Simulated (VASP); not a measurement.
# GaAs (F-43m) in VASP: notebook, part 2 of 4

VASP 6.6.1.

### 3 G0W0 quasiparticle levels, PBE

Input file POSCAR:

```
GaAs
1.0
    0.0000000000      2.8270000000      2.8270000000
    2.8270000000      0.0000000000      2.8270000000
    2.8270000000      2.8270000000      0.0000000000
Ga As
1 1
Direct
    0.0000000000      0.0000000000      0.0000000000
    0.2500000000      0.2500000000      0.2500000000
```

Input file INCAR.step1:

```
PREC = Accurate
ENCUT = 500
EDIFF = 1E-8
ISMEAR = 0
SIGMA = 0.01
LREAL = False
LASPH = True
NELM = 100
ALGO = Normal
LWAVE = True
LCHARG = False
GGA = PE
```

Input file INCAR.step2:

```
PREC = Accurate
ENCUT = 500
EDIFF = 1E-8
ISMEAR = 0
SIGMA = 0.01
LREAL = False
LASPH = True
NELM = 1
ALGO = Exact
LWAVE = True
LCHARG = False
GGA = PE
NBANDS = 227
LOPTICS = True
ISTART = 1
```

Input file INCAR.step3:

```
PREC = Accurate
ENCUT = 500
EDIFF = 1E-8
ISMEAR = 0
SIGMA = 0.01
LREAL = False
LASPH = True
ALGO = EVGW0
LWAVE = False
LCHARG = False
GGA = PE
NELMGW = 1
NBANDS = 227
ENCUTGW = 113.3
NOMEGA = 48
PRECFOCK = Fast
ISTART = 1
NBANDSGW = 17
```

Input file KPOINTS:

```
regular mesh
0
Gamma
  2 2 2
```

Potentials or basis: VASP PAW PBE potentials, release 64 (Ga_d_GW, As_GW).

Started as:

```console
> cat potpaw_PBE.64/Ga_d_GW/POTCAR potpaw_PBE.64/As_GW/POTCAR > POTCAR
> cp INCAR.step1 INCAR
> mpirun -np 1 vasp_std > vasp.out
> cp INCAR.step2 INCAR
> mpirun -np 1 vasp_std > vasp.out
> cp INCAR.step3 INCAR
> mpirun -np 1 vasp_std > vasp.out
```

OUTCAR:

```text
PREC = Accurate
   ENCUT = 500
   EDIFF = 1E-8
   ISMEAR = 0
   LREAL = False
   LASPH = True
   GGA = PE
   NELMGW = 1
   ENCUTGW = 113.3
   PRECFOCK = Fast
   ISTART = 1

 ion  position               nearest neighbor table
   1  0.000  0.000  0.000-   2 2.45   2 2.45   2 2.45   2 2.45
   2  0.250  0.250  0.250-   1 2.45   1 2.45   1 2.45   1 2.45

  LATTYP: Found a face centered cubic cell.
 ALAT       =     5.6540000000

  Lattice vectors:

 A1 = (   0.0000000000,   2.8270000000,   2.8270000000)
 A2 = (   2.8270000000,   0.0000000000,   2.8270000000)
 A3 = (   2.8270000000,   2.8270000000,   0.0000000000)

Analysis of symmetry for initial positions (statically):
[... 5 lines left out ...]
 face centered cubic supercell.

 Subroutine GETGRP returns: Found 24 space group operations
 (whereof 24 operations were pure point group operations)
 out of a pool of 48 trial point group operations.

The static configuration has the point symmetry T_d .

Analysis of symmetry for dynamics (positions and initial velocities):
[... 5 lines left out ...]
 face centered cubic supercell.

 Subroutine GETGRP returns: Found 24 space group operations
 (whereof 24 operations were pure point group operations)
 out of a pool of 48 trial point group operations.

The dynamic configuration has the point symmetry T_d .

 Subroutine INISYM returns: Found 24 space group operations
 (whereof 24 operations are pure point group operations),
 and found     1 'primitive' translations

----------------------------------------------------------------------------------------

                                     Primitive cell

  volume of cell :      45.1864

  direct lattice vectors                    reciprocal lattice vectors
     0.000000000  2.827000000  2.827000000    -0.176865936  0.176865936  0.176865936
     2.827000000  0.000000000  2.827000000     0.176865936 -0.176865936  0.176865936
     2.827000000  2.827000000  0.000000000     0.176865936  0.176865936 -0.176865936

  length of vectors
     3.997981741  3.997981741  3.997981741     0.306340787  0.306340787  0.306340787

  position of ions in fractional coordinates (direct lattice)
     0.000000000  0.000000000  0.000000000
     0.250000000  0.250000000  0.250000000

  ion indices of the primitive-cell ions
   primitive index   ion index
                 1           1
                 2           2

----------------------------------------------------------------------------------------

 KPOINTS: regular mesh

Automatic generation of k-mesh.
 Grid dimensions read from file:
 generate k-points for:    2    2    2

 Generating k-lattice:

  Cartesian coordinates                     Fractional coordinates (reciprocal lattice)
    -0.088432968  0.088432968  0.088432968     0.500000000  0.000000000  0.000000000
     0.088432968 -0.088432968  0.088432968     0.000000000  0.500000000  0.000000000
     0.088432968  0.088432968 -0.088432968     0.000000000  0.000000000  0.500000000

  Length of vectors
     0.153170393  0.153170393  0.153170393

  Shift w.r.t. Gamma in fractional coordinates (k-lattice)
     0.000000000  0.000000000  0.000000000

 Subroutine IBZKPT returns following result:
 ===========================================

 Found      3 irreducible k-points:

 Following reciprocal coordinates:
            Coordinates               Weight
  0.000000  0.000000  0.000000      1.000000
  0.500000  0.000000  0.000000      4.000000
  0.500000  0.500000  0.000000      3.000000
   k-points           NKPTS =      3   k-points in BZ     NKDIM =      8   number of bands    NBANDS=    227
   number of dos      NEDOS =    301   number of ions     NIONS =      2
   total plane-waves  NPLWV =  27000
   dimension x,y,z NGX =    30 NGY =   30 NGZ =   30
   dimension x,y,z NGXF=    60 NGYF=   60 NGZF=   60
   ions per type =               1   1
   NGX,Y,Z   is equivalent  to a cutoff of  12.47, 12.47, 12.47 a.u.
   NGXF,Y,Z  is equivalent  to a cutoff of  24.95, 24.95, 24.95 a.u.
 SYSTEM =  unknown system
   PREC   = accura    normal or accurate (medium, high low for compatibility)
   ISTART =      1    job   : 0-new  1-cont  2-samecut
   ICHARG =      0    charge: 1-file 2-atom 10-const
   ISPIN  =      1    spin polarized calculation?
   LNONCOLLINEAR =      F non collinear calculations
   LSORBIT =      F    spin-orbit coupling
   LASPH  =      T    aspherical Exc in radial PAW
   ENCUT  =  500.0 eV  36.75 Ry    6.06 a.u.   7.29  7.29  7.29*2*pi/ulx,y,z
   NELM   =     60;   NELMIN=  2; NELMDL=  0     # of ELM steps
   EDIFF  = 0.1E-07   stopping-criterion for ELM
   LREAL  =      F    real-space projection
   EDIFFG = 0.1E-06   stopping-criterion for IOM
   NSW    =      0    number of steps for IOM
   IBRION =     -1    ionic relax: 0-MD 1-quasi-New 2-CG
   NFREE  =      0    steps in history (QN), initial steepest desc. (CG)
   ISIF   =      0    stress and relaxation
   ISYM   =      3    0-nonsym 1-usesym 2-fastsym
   POTIM  = 0.5000    time-step for ionic-motion
   TEBEG  =    0.0;   TEEND  =   0.0 temperature during run
   PSTRESS=    0.0 pullay stress
   NELECT =      18.0000    total number of electrons
   NUPDOWN=      -1.0000    fix difference up-down
   EMIN   =  10.00;   EMAX   =-10.00  energy-range for DOS
   EFERMI =   0.00;   METHOD = LEGACY
   ISMEAR =     0;   SIGMA  =   0.01  broadening in eV -4-tet -1-fermi 0-gaus
   EFERMI_NEDOS =   21; number of points for ismear=-14 and -15
   IALGO  =     38    algorithm
   IMIX   =      4    mixing-type and parameters
     AMIX     =   0.40;   BMIX     =  1.00
     AMIX_MAG =   1.60;   BMIX_MAG =  1.00
  volume/ion in A,a.u.               =      22.59       152.47
  Fermi-wavevector in a.u.,A,eV,Ry     =   1.204564  2.276296 19.741704  1.450974
  Thomas-Fermi vector in A             =   2.340285
   LORBIT       =      0    0 simple, 1 ext, 2 COOP (PROOUT), +10 PAW based schemes
   GGA     = PE    functional components
   LHFCALC =     T    Hartree Fock is set to
   PRECFOCK=fast      Normal, Fast or Accurate (Low or Medium for compatibility)
   ENCUT4O =  -1.0   cutoff for four orbital integrals eV
   NKREDX  =     1    reduce k-point grid by
   NKREDY  =     1    reduce k-point grid by
   NKREDZ  =     1    reduce k-point grid by
   AEXX    =    1.0000 exact exchange contribution
   HFSCREEN=    0.0000 screening length (either q_TF or 0.3 A-1)
   HFSCREENC=   0.0000 screening length for correlation (either q_TF or 0.3 A-1)
   ENCUTFOCK=  -1.0 apply spherical cutoff to Coloumb kernel
   IVDW    =     0    specifies the selected vdW correction
   LEPSILON=     F    determine dielectric tensor
   LRPA    =     F    only Hartree local field effects (RPA)
   LRPAFORCE           =     F    calculate RPA forces
   ENCUTGW             = 113.3    cutoff for response function in eV
   ENCUTGWSOFT         =  90.6    soft cutoff for Coulomb kernel in GW response function in eV
   ENCUTLF             =  -1.0    cutoff for local field effects
   NELMGW              =     1    number of iterations in solving QP/BSE equation
   NELMHF              =     1    number of iterations in the inner HF iteration
   NKREDLFX            =     1    NKREDLFY  =   1   NKREDLFZ  =   1
 non-spin polarized calculation
 Gauss-broadening in eV      SIGMA  =   0.01
  energy-cutoff  :      500.00
  volume of cell :       45.19
 maximum number of plane-waves:      1162
 NGX is ok and might be reduce to    30
  NGX = 16; NGY = 16; NGZ = 16
   NGX = 15   NGY = 15   NGZ = 15
 maximum number of plane-waves:       137
 NGX is ok and might be reduce to    14

 QP shifts <psi_nk| G(iteration)W_0 |psi_nk>: iteration 1
 for sc-GW calculations column KS-energies equals QP-energies in previous step
 and V_xc(KS)=  KS-energies - (<T + V_ion + V_H > + <T+V_H+V_ion>^1  + <V_x>^1)

 k-point   1 :       0.0000    0.0000    0.0000
  band No.  KS-energies  QP-energies   sigma(KS)   V_xc(KS)     V^pw_x(r,r')   Z            occupation Imag(sigma)

      1     -10.9831     -13.5111     -25.2971     -21.7209     -35.1174       0.7069       2.0000       0.3448
      2     -10.9831     -13.5111     -25.2971     -21.7209     -35.1174       0.7069       2.0000       0.3448
      3     -10.9831     -13.5111     -25.2971     -21.7209     -35.1174       0.7069       2.0000       0.3448
      4     -10.9140     -13.4487     -25.3901     -21.8066     -35.1690       0.7073       2.0000       0.3167
      5     -10.9140     -13.4487     -25.3901     -21.8066     -35.1690       0.7073       2.0000       0.3167
      6      -8.5475      -8.9817     -11.7478     -11.1117     -17.9481       0.6827       2.0000       1.0244
[... 9 lines left out ...]
     16      14.0974      14.0186      -9.8985      -9.7986      -4.4357       0.7890       0.0000      -0.2376
     17      15.5652      15.1084      -7.9989      -7.4368      -2.0191       0.8127       0.0000      -0.5562

 k-point   2 :       0.5000    0.0000    0.0000
  band No.  KS-energies  QP-energies   sigma(KS)   V_xc(KS)     V^pw_x(r,r')   Z            occupation Imag(sigma)

      1     -11.0478     -13.5262     -24.9216     -21.4302     -34.6806       0.7098       2.0000       0.3852
      2     -10.9653     -13.5005     -25.3261     -21.7500     -35.1435       0.7089       2.0000       0.3414
      3     -10.9653     -13.5005     -25.3261     -21.7500     -35.1435       0.7089       2.0000       0.3414
      4     -10.9092     -13.4590     -25.4074     -21.8219     -35.1936       0.7111       2.0000       0.3169
      5     -10.9092     -13.4590     -25.4074     -21.8219     -35.1936       0.7111       2.0000       0.3169
      6      -6.7417      -7.3271     -12.8747     -12.0581     -18.4536       0.7170       2.0000       0.7775
[... 9 lines left out ...]
     16      15.9055      15.8375      -9.6009      -9.5148      -3.5719       0.7906       0.0000      -0.4299
     17      16.5496      16.6224     -10.0865     -10.1797      -3.6863       0.7817       0.0000      -0.4624

 k-point   3 :       0.5000    0.5000    0.0000
  band No.  KS-energies  QP-energies   sigma(KS)   V_xc(KS)     V^pw_x(r,r')   Z            occupation Imag(sigma)

      1     -11.0780     -13.5368     -24.8754     -21.3984     -34.6397       0.7072       2.0000       0.3872
      2     -10.9385     -13.4625     -25.3018     -21.7333     -35.0647       0.7073       2.0000       0.3205
      3     -10.9356     -13.4907     -25.4147     -21.8217     -35.2430       0.7111       2.0000       0.3367
      4     -10.9356     -13.4907     -25.4147     -21.8217     -35.2430       0.7111       2.0000       0.3367
      5     -10.9016     -13.4531     -25.4156     -21.8327     -35.1994       0.7121       2.0000       0.3142
      6      -5.9534      -6.5605     -13.1134     -12.3012     -18.3976       0.7476       2.0000       0.7623
[... 9 lines left out ...]
     16      17.4167      17.2799      -9.6799      -9.5061      -3.5826       0.7871       0.0000      -0.3828
     17      17.4407      17.2368     -10.0978      -9.8461      -4.2570       0.8101       0.0000      -0.3857
```

It took 72 s on 1 thread of Intel Xeon 8259CL, shared host; peak memory 0.29 GiB.

Results:

```yaml
Band_gap_on_the_k_mesh_mean-field_level: 0.44 eV, direct
Quasiparticle_gap: 1.43 eV
Least_direct_quasiparticle_gap: 1.43 eV
```

Caveat: the k points lie up to 0.96 Å⁻¹ apart; bands, screening cutoff and mesh are small and nothing is extrapolated, so the quasiparticle values aren't converged.

[end of part 2 of 4]
